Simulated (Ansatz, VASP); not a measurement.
## One calculation of ZrN, two programs

File INCAR:

```
PREC = Accurate
ENCUT = 600
EDIFF = 1E-6
ISMEAR = 0
SIGMA = 0.1
LREAL = F
LASPH = T
NELM = 120
ALGO = Normal
ISIF = 2
LWAVE = F
LCHARG = F
GGA = PE
NBANDS = 16
GGA_COMPAT = F
```

The input KPOINTS:

```
Automatic mesh
0
Gamma
  6 6 6
```

File POSCAR:

```
ZrN
1.0
    0.0000000000      2.3312803990      2.3312803990
    2.3312803990      0.0000000000      2.3312803990
    2.3312803990      2.3312803990      0.0000000000
Zr N
1 1
Direct
    0.5000000000      0.5000000000      0.5000000000
    0.0000000000      0.0000000000      0.0000000000
```

Input for Ansatz:

```yaml
crystal:
  lattice:
    - [0.0, 2.331280399, 2.331280399]
    - [2.331280399, 0.0, 2.331280399]
    - [2.331280399, 2.331280399, 0.0]
  atoms:
    - { symbol: Zr, position: [0.5, 0.5, 0.5] }
    - { symbol: "N", position: [0.0, 0.0, 0.0] }
basis:
  ecutwfc: 420
kpoints:
  mp_grid: { grid: [6, 6, 6] }
hamiltonian:
  xc: pbe
scf:
  occupations: { method: gaussian, width: 0.1 }
output:
  forces: true
  stress: true
  eigenvalues: true
```

Alike in both runs: task single point; functional PBE; k mesh 6 × 6 × 6; occupations gaussian, width 0.1 eV; no spin polarisation.

|  | VASP | Ansatz |
| --- | --- | --- |
| version | VASP 6.6.1 | Ansatz 0.2.0 |
| potentials or method | VASP PAW PBE potentials, release 64 (Zr_sv, N), cutoff 600 eV | scalar-relativistic, plane waves, PAW |
| valence electrons in the cell | 17 | 17 |

|  | VASP | Ansatz | Ansatz less VASP |
| --- | --- | --- | --- |
| gap on the k mesh at the Fermi level (eV) | none | none | - |
| pressure (GPa) | -10.1 | -10.2 | -0.12 |

A gap of «none» marks a metal or a gap that the smearing closes.

The k mesh is coarse, so the values compare programs but aren't converged.
